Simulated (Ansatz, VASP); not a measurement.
# Pd: VASP beside Ansatz

```
Pd
1.0
     2.68948    0.00000    0.00000
    -1.34474    2.32916    0.00000
     0.00000    0.00000    4.48864
Pd
2
Direct
  0.33333 0.66667 0.25000
  0.66667 0.33333 0.75000
```

Alike in both runs: task single point; functional PBEsol; k mesh 15 × 15 × 8; occupations fermi-dirac, width 0.1 eV; no spin polarisation.

|  | VASP | Ansatz |
| --- | --- | --- |
| version | VASP 6.6.1 | Ansatz 0.2.0 |
| potentials or method | VASP PAW PBE potentials, release 64 (Pd), cutoff 520 eV | plane waves (420 eV) with PAW, scalar-relativistic |
| valence electrons in the cell | 20 | 36 |

```tsv
	VASP	Ansatz	Ansatz less VASP
pressure (GPa)	8.7	9.1	+0.39
traceless stress, the component that is largest in VASP (GPa)	-0.34	-0.31	+0.032
```

VASP's potentials were made for PBE, not for PBEsol, and Ansatz warns of the same on its side. VASP's potentials hold 20 valence electrons a cell and Ansatz's 36, so a difference there can come from the potentials and not from the codes.
